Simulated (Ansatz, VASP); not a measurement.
Two plane-wave programs on AlN

```
Al N
1.0
     3.01767    0.00000    0.00000
    -1.50884    2.61338    0.00000
     0.00000    0.00000    4.82866
Al N
2 2
Direct
  0.33333 0.66667 0.00000
  0.66667 0.33333 0.50000
  0.33333 0.66667 0.38500
  0.66667 0.33333 0.88500
```

Change from the starting cell: strain -0.030 along x and y, -0.030 along z, atoms carried along.

Alike in both runs: task single point; functional LDA; k mesh 9 × 9 × 6; occupations gaussian, width 0.05 eV; no spin polarisation.

|  | VASP | Ansatz |
| --- | --- | --- |
| version | VASP 6.6.1 | Ansatz 0.2.0 |
| potentials or method | VASP PAW LDA potentials, release 64 (Al, N), cutoff 520 eV | scalar-relativistic, plane waves, PAW |
| valence electrons in the cell | 16 | 16 |

Ansatz gave:

- gap on the k mesh at the Fermi level (eV): 4.93
- least direct gap on the mesh (eV): 5.01
- pressure (GPa): 16.9
- traceless stress, the component that is largest in VASP (GPa): -2.79
- rms of the force components (eV/Å): 0.108

Question: Estimate VASP's values.

Answer: gap on the k mesh at the Fermi level (eV): 4.90; least direct gap on the mesh (eV): 5.02; pressure (GPa): 17.8; traceless stress, the component that is largest in VASP (GPa): -2.90; rms of the force components (eV/Å): 0.111.

LDA's correlation is that of Perdew and Zunger in VASP and of Perdew and Wang (1992) in Ansatz. Atom by atom the forces differ by 0.002 eV/Å (rms over components).
